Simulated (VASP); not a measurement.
AlAs:

```
Al As
1.0
     0.00000    2.83040    2.83040
     2.83040    0.00000    2.83040
     2.83040    2.83040    0.00000
Al As
1 1
Cartesian
  0.0000 0.0000 0.0000
  1.4152 1.4152 1.4152
```

Base run:

- Program: VASP 6.6.1
- Functional: PBEsol
- Potentials or basis: VASP PAW PBE potentials, release 64 (Al, As)
- Cutoff: 500 eV
- k mesh: 5 × 5 × 5
- Occupations: gaussian, width 0.01 eV
- Spin: no spin polarisation

Its results: band gap on the k mesh 1.53 eV, indirect (least direct gap 1.98 eV); pressure 0.9 GPa.

Q: The run is repeated on the same cell with these changes: k mesh from 5 × 5 × 5 to 4 × 4 × 4. What comes out?

A: Band gap on the k mesh 1.29 eV, indirect (least direct gap 1.97 eV); pressure 1.1 GPa.

Caveats: some runs use coarse meshes; the PAW data sets were made with another functional, which shifts forces and pressure a little.

A k mesh can miss the band edges.
